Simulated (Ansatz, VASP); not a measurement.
**BaZrO3 in VASP and in Ansatz**

```xyz
5
Lattice="4.1815 0.0000 0.0000 0.0000 4.1815 0.0000 0.0000 0.0000 4.1815" Properties=species:S:1:pos:R:3 pbc="T T T"
Ba    2.0907    2.3029    2.3029
Zr    0.0000    0.0000    0.0000
O     2.0907    0.0000    0.0000
O     0.0000    2.0907    0.0000
O     0.0000    0.0000    2.0907
```

Change from the starting cell: all Ba atoms moved -0.300 Å, as atom 1 towards its neighbour atom 3 (O) at 2.957 Å.

Alike in both runs: task single point; functional r2SCAN; k mesh 6 × 6 × 6; occupations gaussian, width 0.05 eV; no spin polarisation.

```csv
,VASP,Ansatz
version,VASP 6.6.1,Ansatz 0.2.0
potentials or method,"VASP PAW PBE potentials, release 64 (Ba_sv, Zr_sv, O), cutoff 520 eV","scalar-relativistic, plane waves, PAW"
valence electrons in the cell,40,40
```

VASP gave:

| Quantity | Value |
| --- | --- |
| gap on the k mesh at the Fermi level (eV) | 3.64 |
| least direct gap on the mesh (eV) | 3.87 |
| pressure (GPa) | 5.9 |
| traceless stress, the component that is largest in VASP (GPa) | 1.97 |
| rms of the force components (eV/Å) | 0.517 |

Estimate Ansatz's values.

gap on the k mesh at the Fermi level (eV): 3.67; least direct gap on the mesh (eV): 3.89; pressure (GPa): 4.6; traceless stress, the component that is largest in VASP (GPa): 1.83; rms of the force components (eV/Å): 0.483.

VASP's potentials were made for PBE, not for r2SCAN. Atom by atom the forces differ by 0.048 eV/Å (rms over components).

Neither program's run includes spin-orbit coupling.
